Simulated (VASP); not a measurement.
# Co2S (P4/nmm) in VASP: single point with PBE

Aim: the single point of Co2S with PBE.

All numbers are computed with VASP 6.6.1; they aren't measurements. Logs are shortened: lines on timing, memory, paths and dates and some standing lists are left out, and cuts for length are marked.

## Step 1: The cell of the first run

The structure is tetragonal, space group P4/nmm (No. 129). The conventional cell has a = 3.461 Å, b = 3.461 Å, c = 5.529 Å, α = 90.00°, β = 90.00°, γ = 90.00°. Co (site symmetry -4m2) has 4 S at 2.20 Å and 8 Co at 2.45 to 2.74 Å within 2.9 Å. Co (site symmetry 4mm) has 5 S at 2.04 to 2.56 Å and 8 Co at 2.74 to 2.76 Å within 2.8 Å. Within 2.7 Å of S (site symmetry 4mm) lie 9 Co at 2.04 to 2.56 Å.

## Step 2: Single point, PBE, collinear spin, ferromagnetic start

Input file INCAR:

```
PREC = Accurate
ENCUT = 600
EDIFF = 1E-6
ISMEAR = 0
SIGMA = 0.1
LREAL = False
LASPH = True
NELM = 200
ALGO = Normal
ISIF = 2
LWAVE = False
LCHARG = False
ISPIN = 2
MAGMOM = 1.9 1.9 2.04 2.04 0.17 0.17
LORBIT = 11
LMAXMIX = 4
GGA = PE
NBANDS = 37
GGA_COMPAT = False
```

Input file KPOINTS:

```
regular mesh
0
Gamma
  6 6 4
```

Input file POSCAR:

```
Co2S
1.0
    3.4610759365      0.0000000000      0.0000000000
    0.0000000000      3.4610759365      0.0000000000
    0.0000000000      0.0000000000      5.5290957300
Co S
4 2
Direct
    0.0000000000      0.0000000000      0.0000000000
    0.5000000000      0.5000000000      0.0000000000
    0.0000000000      0.5000000000      0.3841577795
    0.5000000000      0.0000000000      0.6158422205
    0.0000000000      0.5000000000      0.7538042425
    0.5000000000      0.0000000000      0.2461957575
```

Potentials or basis: VASP PAW PBE potentials, release 64 (Co, S).

Started as:

```bash
$ cat potpaw_PBE.64/Co/POTCAR potpaw_PBE.64/S/POTCAR > POTCAR
$ mpirun -np 1 vasp_std > vasp.out
```

OUTCAR:

```text
PREC = Accurate
   ENCUT = 600
   EDIFF = 1E-6
   ISMEAR = 0
   LREAL = False
   LASPH = True
   NELM = 200
   ISIF = 2
   ISPIN = 2
   LORBIT = 11
   GGA = PE

 ion  position               nearest neighbor table
   1  0.000  0.000  0.000-   5 2.20   6 2.20   5 2.20   6 2.20   2 2.45   2 2.45   2 2.45   2 2.45
                             3 2.74   4 2.74   3 2.74   4 2.74
   2  0.500  0.500  0.000-   5 2.20   6 2.20   6 2.20   5 2.20   1 2.45   1 2.45   1 2.45   1 2.45
                             3 2.74   3 2.74   4 2.74   4 2.74
   3  0.000  0.500  0.384-   5 2.04   6 2.56   6 2.56   6 2.56   6 2.56   1 2.74   2 2.74   2 2.74
                             1 2.74   4 2.76   4 2.76   4 2.76   4 2.76
   4  0.500  0.000  0.616-   6 2.04   5 2.56   5 2.56   5 2.56   5 2.56   1 2.74   1 2.74   2 2.74
                             2 2.74   3 2.76   3 2.76   3 2.76   3 2.76
   5  0.000  0.500  0.754-   3 2.04   2 2.20   1 2.20   1 2.20   2 2.20   4 2.56   4 2.56   4 2.56
                             4 2.56
   6  0.500  0.000  0.246-   4 2.04   2 2.20   1 2.20   2 2.20   1 2.20   3 2.56   3 2.56   3 2.56
                             3 2.56

  LATTYP: Found a simple tetragonal cell.
 ALAT       =     3.4610759365
 C/A-ratio  =     1.5975077783

  Lattice vectors:

 A1 = (   3.4610759365,   0.0000000000,   0.0000000000)
 A2 = (   0.0000000000,   3.4610759365,   0.0000000000)
 A3 = (   0.0000000000,   0.0000000000,   5.5290957300)

Analysis of symmetry for initial positions (statically):
=====================================================================
 Subroutine PRICEL returns:
 Original cell was already a primitive cell.

 Routine SETGRP: Setting up the symmetry group for a
 simple tetragonal supercell.

 Subroutine GETGRP returns: Found 16 space group operations
 (whereof  8 operations were pure point group operations)
 out of a pool of 16 trial point group operations.

The static configuration has the point symmetry D_2d.
 The point group associated with its full space group is D_4h.

Analysis of symmetry for dynamics (positions and initial velocities):
=====================================================================
 Subroutine PRICEL returns:
 Original cell was already a primitive cell.

 Routine SETGRP: Setting up the symmetry group for a
 simple tetragonal supercell.

 Subroutine GETGRP returns: Found 16 space group operations
 (whereof  8 operations were pure point group operations)
 out of a pool of 16 trial point group operations.

The dynamic configuration has the point symmetry D_2d.
 The point group associated with its full space group is D_4h.

Analysis of structural, dynamic, and magnetic symmetry:
=====================================================================
 Subroutine PRICEL returns:
 Original cell was already a primitive cell.

 Routine SETGRP: Setting up the symmetry group for a
 simple tetragonal supercell.

 Subroutine GETGRP returns: Found 16 space group operations
 (whereof  8 operations were pure point group operations)
 out of a pool of 16 trial point group operations.

The overall configuration has the point symmetry D_2d.
 The point group associated with its full space group is D_4h.

 Subroutine INISYM returns: Found 16 space group operations
 (whereof  8 operations are pure point group operations),
 and found     1 'primitive' translations

----------------------------------------------------------------------------------------

                                     Primitive cell

  volume of cell :      66.2333

  direct lattice vectors                    reciprocal lattice vectors
     3.461075936  0.000000000  0.000000000     0.288927495  0.000000000  0.000000000
     0.000000000  3.461075936  0.000000000     0.000000000  0.288927495  0.000000000
     0.000000000  0.000000000  5.529095730     0.000000000  0.000000000  0.180861401

  length of vectors
     3.461075936  3.461075936  5.529095730     0.288927495  0.288927495  0.180861401

  position of ions in fractional coordinates (direct lattice)
     0.000000000  0.000000000  0.000000000
     0.500000000  0.500000000  0.000000000
     0.000000000  0.500000000  0.384157780
     0.500000000  0.000000000  0.615842220
     0.000000000  0.500000000  0.753804243
     0.500000000  0.000000000  0.246195757

  ion indices of the primitive-cell ions
[... 63 lines left out ...]
   total plane-waves  NPLWV =  37632
   dimension x,y,z NGX =    28 NGY =   28 NGZ =   48
   dimension x,y,z NGXF=    56 NGYF=   56 NGZF=   96
   ions per type =               4   2
   NGX,Y,Z   is equivalent  to a cutoff of  13.45, 13.45, 14.43 a.u.
   NGXF,Y,Z  is equivalent  to a cutoff of  26.90, 26.90, 28.86 a.u.
 SYSTEM =  unknown system
   PREC   = accura    normal or accurate (medium, high low for compatibility)
   ISTART =      0    job   : 0-new  1-cont  2-samecut
   ICHARG =      2    charge: 1-file 2-atom 10-const
   ISPIN  =      2    spin polarized calculation?
   LNONCOLLINEAR =      F non collinear calculations
   LSORBIT =      F    spin-orbit coupling
   LASPH  =      T    aspherical Exc in radial PAW
   ENCUT  =  600.0 eV  44.10 Ry    6.64 a.u.   6.91  6.91 11.04*2*pi/ulx,y,z
   NELM   =    200;   NELMIN=  2; NELMDL= -5     # of ELM steps
   EDIFF  = 0.1E-05   stopping-criterion for ELM
   LREAL  =      F    real-space projection
   EDIFFG = 0.1E-04   stopping-criterion for IOM
   NSW    =      0    number of steps for IOM
   IBRION =     -1    ionic relax: 0-MD 1-quasi-New 2-CG
   NFREE  =      0    steps in history (QN), initial steepest desc. (CG)
   ISIF   =      2    stress and relaxation
   ISYM   =      2    0-nonsym 1-usesym 2-fastsym
   POTIM  = 0.5000    time-step for ionic-motion
   TEBEG  =    0.0;   TEEND  =   0.0 temperature during run
   PSTRESS=    0.0 pullay stress
   NELECT =      48.0000    total number of electrons
   NUPDOWN=      -1.0000    fix difference up-down
   EMIN   =  10.00;   EMAX   =-10.00  energy-range for DOS
   EFERMI =   0.00;   METHOD = LEGACY
   ISMEAR =     0;   SIGMA  =   0.10  broadening in eV -4-tet -1-fermi 0-gaus
   EFERMI_NEDOS =   21; number of points for ismear=-14 and -15
   IALGO  =     38    algorithm
   IMIX   =      4    mixing-type and parameters
     AMIX     =   0.40;   BMIX     =  1.00
     AMIX_MAG =   1.60;   BMIX_MAG =  1.00
  volume/ion in A,a.u.               =      11.04        74.49
  Fermi-wavevector in a.u.,A,eV,Ry     =   1.470494  2.778830 29.420575  2.162351
  Thomas-Fermi vector in A             =   2.585744
   LORBIT       =     11    0 simple, 1 ext, 2 COOP (PROOUT), +10 PAW based schemes
   GGA     = PE    functional components
   LHFCALC =     F    Hartree Fock is set to
   AEXX    =    0.0000 exact exchange contribution
   IVDW    =     0    specifies the selected vdW correction
   LEPSILON=     F    determine dielectric tensor
   LRPA    =     F    only Hartree local field effects (RPA)
 spin polarized calculation
 Gauss-broadening in eV      SIGMA  =   0.10
  energy-cutoff  :      600.00
  volume of cell :       66.23
 maximum number of plane-waves:      2228
 NGX is ok and might be reduce to    28
   NGX = 13   NGY = 13   NGZ = 23

 number of electron      47.9999985 magnetization       0.1352569

 number of electron      47.9999985 magnetization      -0.0605919

 Free energy of the ion-electron system (eV)
  ---------------------------------------------------
  ext. energy  EPLUGINS =         0.00000000
  ---------------------------------------------------
  free energy    TOTEN  =       -37.03401712 eV

  energy without entropy =      -37.02162603  energy(sigma->0) =      -37.02782158

 E-fermi :  11.8386     XC(G=0): -13.0393

 val. band max:       11.8287775599   @ k =   0.1667   0.1667   0.2500
 cond. band min:      11.8403947054   @ k =   0.1667   0.0000   0.0000
 fundamental gap:      0.0116171455
 Fermi energy:        11.8386461685

 spin component 1

 k-point     1 :       0.0000    0.0000    0.0000
  band No.  band energies     occupation
      1      -5.3407      1.00000
      2      -3.8926      1.00000
      3       2.6904      1.00000
      4       4.7485      1.00000
      5       5.3543      1.00000
      6       5.3543      1.00000
[... 925 lines left out ...]
     35      19.0195      0.00000
     36      19.0195      0.00000

 [... further k-points ...]

 spin component 2

 k-point     1 :       0.0000    0.0000    0.0000
  band No.  band energies     occupation
      1      -5.3426      1.00000
      2      -3.8950      1.00000
      3       2.6845      1.00000
      4       4.7392      1.00000
      5       5.3382      1.00000
      6       5.3382      1.00000
[... 925 lines left out ...]
     35      19.0259      0.00000
     36      19.0259      0.00000

 [... further k-points ...]

 [bands above 36 left out]

------------------------ aborting loop because EDIFF is reached ----------------------------------------

  FORCE on cell =-STRESS in cart. coord.  units (eV):
  Direction    XX          YY          ZZ          XY          YZ          ZX
  --------------------------------------------------------------------------------------
  -------------------------------------------------------------------------------------
  Total       -0.1148508     -0.1148508      0.2197851      0.0000000      0.0000000      0.0000000
  in kB       -2.7782302     -2.7782302      5.3165806      0.0000000      0.0000000      0.0000000
  external PRESSURE =      -0.0799600 kB  Pullay stress =       0.0000000 kB

 VOLUME and BASIS-vectors are now :
 -----------------------------------------------------------------------------
  energy-cutoff  :      600.00
  volume of cell :       66.23
      direct lattice vectors                 reciprocal lattice vectors
     3.461075936  0.000000000  0.000000000     0.288927495  0.000000000  0.000000000
     0.000000000  3.461075936  0.000000000     0.000000000  0.288927495  0.000000000
     0.000000000  0.000000000  5.529095730     0.000000000  0.000000000  0.180861401

 POSITION                                       TOTAL-FORCE (eV/Angst)
 -----------------------------------------------------------------------------------
      0.00000      0.00000      0.00000         0.000000     -0.000000      0.000000
      1.73054      1.73054      0.00000         0.000000      0.000000      0.000000
      0.00000      1.73054      2.12405         0.000000     -0.000000     -0.093778
      1.73054      0.00000      3.40505        -0.000000     -0.000000      0.093778
      0.00000      1.73054      4.16786         0.000000     -0.000000      0.011982
      1.73054      0.00000      1.36124         0.000000      0.000000     -0.011982
 -----------------------------------------------------------------------------------
    total drift:                                0.000000      0.000000     -0.000000

  FREE ENERGIE OF THE ION-ELECTRON SYSTEM (eV)
  ---------------------------------------------------
  free  energy   TOTEN  =       -37.0340171182 eV

  energy  without entropy=      -37.0216260337  energy(sigma->0) =      -37.02782158

 total charge

# of ion       s       p       d       tot
------------------------------------------
    1        0.428   0.631   7.623   8.683
    2        0.428   0.631   7.623   8.683
    3        0.339   0.427   7.540   8.307
    4        0.339   0.427   7.540   8.307
    5        1.293   2.306   0.000   3.600
    6        1.293   2.306   0.000   3.600
--------------------------------------------------
tot          4.122   6.729  30.327  41.178

 magnetization (x)

# of ion       s       p       d       tot
------------------------------------------
    1        0.001   0.001  -0.094  -0.092
    2        0.001   0.001  -0.094  -0.092
    3        0.000  -0.000   0.066   0.066
    4        0.000  -0.000   0.066   0.066
    5        0.001  -0.003   0.000  -0.002
    6        0.001  -0.003   0.000  -0.002
--------------------------------------------------
tot          0.004  -0.005  -0.055  -0.056
```

Wall time 5.7 min (1 thread of Oxide Virtual Turin-like, shared host); peak memory 0.26 GiB.

Results:

```yaml
Free_energy: -37.0340 eV
Pressure: 0.0 GPa
Largest_force: 0.094 eV/Å
Net_moment: -0.06 μB per cell
Site_moments: Co -0.09, +0.07 (each value once); S -0.00 μB
Valence_electrons_inside_the_program's_atomic_spheres: Co 8.68, 8.31 (each value once); S 3.60
```

Forces in eV/Å, atoms in the order of the input:
```
Co   0.000  0.000  0.000
Co   0.000  0.000  0.000
Co   0.000  0.000 -0.094
Co   0.000  0.000  0.094
S    0.000  0.000  0.012
S    0.000  0.000 -0.012
```

With open d or f shells a metallic result of PBE can be an artefact of self-interaction; +U or a hybrid may open a gap.
